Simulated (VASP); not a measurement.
A run of VASP 6.6.1 is set up as follows.

File INCAR:

```
ALGO = Normal ; EDIFF = 1E-7
ENCUT = 520 ; GGA = PE
ISIF = 2 ; ISMEAR = -1
LASPH = T ; LCHARG = F
LREAL = F ; LWAVE = F
NBANDS = 10 ; NELM = 100
PREC = Accurate ; SIGMA = 0.1
```

File KPOINTS:

```
k-points
0
Gamma
  14 14 14
```

POSCAR

```
Na
1.0
    0.0000000000      1.9481332123      1.9481332123
    1.9481332123      0.0000000000      1.9481332123
    1.9481332123      1.9481332123      0.0000000000
Na
1
Direct
    0.0000000000      0.0000000000      0.0000000000
```

Potentials or basis: VASP PAW PBE potentials, release 64 (Na_pv).

Run with:

```console
$ cat potpaw_PBE.64/Na_pv/POTCAR > POTCAR
$ mpirun -np 1 vasp_std > vasp.out
```

**Question.** Predict the band gap on the k mesh.

**Answer.** Zero (an odd number of electrons rules out a gap without spin polarisation).

**Question.** Estimate the pressure.

**Answer.** 40.1 GPa.

Caveat: the cell stands under pressure.
